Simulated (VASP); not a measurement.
Here is a VASP 6.6.1 calculation.

The input INCAR:

```
SYSTEM = MoS
ALGO     = Normal         ! electronic algorithm
DIPOL    = 0.5 0.5 0.500
EDIFF    = 1E-6           ! SCF threshold, eV
ENCUT    = 520            ! plane-wave cutoff, eV
GGA      = PS             ! functional
IDIPOL   = 3            
ISIF     = 2              ! what is computed and relaxed
ISMEAR   = 0              ! smearing method
LASPH    = .True.         ! aspherical terms in the spheres
LCHARG   = .True.         ! write CHGCAR
LDIPOL   = .True.       
LELF     = .True.         ! ELF
LREAL    = .False.        ! projectors in reciprocal space
LVACPOTAV= .True.       
LVHAR    = .True.       
LWAVE    = .False.        ! write WAVECAR
NBANDS   = 28             ! bands
NELM     = 80             ! most SCF steps
PREC     = Accurate       ! precision mode
SIGMA    = 0.1            ! smearing width, eV
```

File KPOINTS:

```
k-points
0
Gamma
  2 2 1
  0 0 0
```

The input POSCAR:

```
MoS
1.0
    3.1204068979      0.0000000000      0.0000000000
   -1.5602034489      2.7023516437      0.0000000000
    0.0000000000      0.0000000000     21.0860250635
Mo S
2 2
Direct
    0.6666666667      0.3333333333      0.3556858145
    0.3333333333      0.6666666667      0.6443141855
    0.3333333333      0.6666666667      0.4316152661
    0.6666666667      0.3333333333      0.5683847339
```

Potentials or basis: VASP PAW PBE potentials, release 64 (Mo_sv, S).

Run with:

```console
$ cat potpaw_PBE.64/Mo_sv/POTCAR potpaw_PBE.64/S/POTCAR > POTCAR
$ mpirun -np 1 vasp_std > vasp.out
```

What does it give for the largest force?

1.392 eV/Å.

Predict the band gap on the k mesh.

zero (band 20 reaches 0.21 eV, above the bottom of band 21 at 0.12 eV).

Forces on the atoms (eV/Å):
```
Mo   0.000  0.000  1.382
Mo   0.000  0.000 -1.382
S    0.000  0.000 -1.392
S    0.000  0.000  1.392
```

Caveat: the k points lie up to 1.16 Å⁻¹ apart; the PAW data sets were made with another functional, which shifts forces and pressure a little.
